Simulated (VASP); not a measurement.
SiSbTe2:

```
Si Sb Te
1.0
     4.73718    0.00000    0.00000
    -2.36859    4.10252    0.00000
     0.00000    0.00000    5.94215
Si Sb Te
1 1 2
Direct
  0.00000 0.00000 0.00000
  0.00000 0.00000 0.50000
  0.33333 0.66667 0.00000
  0.66667 0.33333 0.00000
```

The cell was built from a structure type or drawn by symmetry, and may not be a known phase.

| Item | Value |
| --- | --- |
| Program | VASP 6.6.1 |
| Task | relaxation of cell and atoms |
| Functional | PBE |
| Potentials or basis | VASP PAW PBE potentials, release 64 (Si, Sb, Te) |
| Cutoff | 600 eV |
| k mesh | 6 × 6 × 4 |
| Occupations | gaussian, width 0.1 eV |
| Spin | no spin polarisation |

At the start: pressure 11.4 GPa; volume 28.87 Å³/atom.

Task: Where does the relaxation end?

Result: Over 7 steps the energy falls by 525.0 meV/atom and the volume is 32.66 Å³/atom (+13.1 %); space group P6/mmm (No. 191, to 0.1 Å) before and after.

The path:
```tsv
step	energy change (eV)	largest force (eV/Å)	pressure (GPa)	volume (Å³)
1	0.0000	0.0000	11.39	115.48
2	-1.7192	0.0000	-4.05	151.33
3	-1.7502	0.0000	-2.81	144.70
4	-1.7526	0.0000	-3.02	145.71
5	-2.0740	0.0000	-1.38	136.12
6	-2.0747	0.0000	-1.28	135.73
7	-2.1000	0.0000	0.07	130.65
```

Final structure:
```yaml
crystal:
  lattice:
    - [5.37225, 0.00000, 0.00000]
    - [-2.68613, 4.65251, 0.00000]
    - [0.00000, 0.00000, 5.22727]
  atoms:
    - { symbol: Si, position: [0.00000, 0.00000, 0.00000] }
    - { symbol: Sb, position: [0.00000, 0.00000, 0.50000] }
    - { symbol: Te, position: [0.33333, 0.66667, 0.00000] }
    - { symbol: Te, position: [0.66667, 0.33333, 0.00000] }
```
